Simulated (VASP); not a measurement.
Write the native input for VASP 6.6.1 that does the following.

- Task: single point
- Functional: r2SCAN
- Potentials or basis: VASP PAW PBE potentials, release 64 (Ga_d, As)
- Cutoff: 520 eV
- k mesh: 8 × 8 × 8
- Occupations: gaussian, width 0.01 eV
- Spin: no spin polarisation
- Dipole correction: no
- Further INCAR settings: ALGO = Normal; EDIFF = 1e-06; NBANDS = 16

GaAs:

```
CELL_PARAMETERS angstrom
0.00000 2.77642 2.88103
2.77642 0.00000 2.88103
2.77642 2.77642 0.00000
ATOMIC_POSITIONS crystal
Ga 0.00000 0.00000 0.00000
As 0.25000 0.25000 0.25000
```

This cell differs from its parent crystal: epitaxial xy strain -2.0%.

These files were run (other wordings do the same):

POSCAR

```
GaAs
1.0
    0.0000000000      2.7764233935      2.8810310456
    2.7764233935      0.0000000000      2.8810310456
    2.7764233935      2.7764233935      0.0000000000
Ga As
1 1
Direct
    0.0000000000      0.0000000000      0.0000000000
    0.2500000000      0.2500000000      0.2500000000
```

INCAR.step1

```
PREC = Accurate
ENCUT = 520
ISMEAR = 0
SIGMA = 0.01
LREAL = F
LASPH = T
NELM = 60
NBANDS = 16
GGA = PE
ALGO = Normal
EDIFF = 1E-4
LWAVE = T
LCHARG = F
```

INCAR.step2

```
PREC = Accurate
ENCUT = 520
EDIFF = 1E-6
ISMEAR = 0
SIGMA = 0.01
LREAL = F
LASPH = T
NELM = 60
ALGO = Normal
ISIF = 2
LWAVE = F
LCHARG = T
METAGGA = R2SCAN
LMIXTAU = T
LELF = T
LVHAR = T
NBANDS = 16
ISTART = 1
```

KPOINTS

```
regular mesh
0
Gamma
  8 8 8
```

Potentials or basis: VASP PAW PBE potentials, release 64 (Ga_d, As).

The run is started by

```bash
$ cat potpaw_PBE.64/Ga_d/POTCAR potpaw_PBE.64/As/POTCAR > POTCAR
$ cp INCAR.step1 INCAR
$ mpirun -np 1 vasp_std > vasp.out
$ cp INCAR.step2 INCAR
$ mpirun -np 1 vasp_std > vasp.out
```

Results of the run:

```
Pressure               : 2.0 GPa
Band gap on the k mesh : 1.04 eV
```

Caveat: the cell differs from its parent crystal (epitaxial xy strain -2.0%); the PAW data sets were made with another functional, which shifts forces and pressure a little.

It took 90 s on 1 thread of Intel(R) Xeon(R) 6975P-C (Granite Rapids) (shared host), peak memory 0.19 GiB.
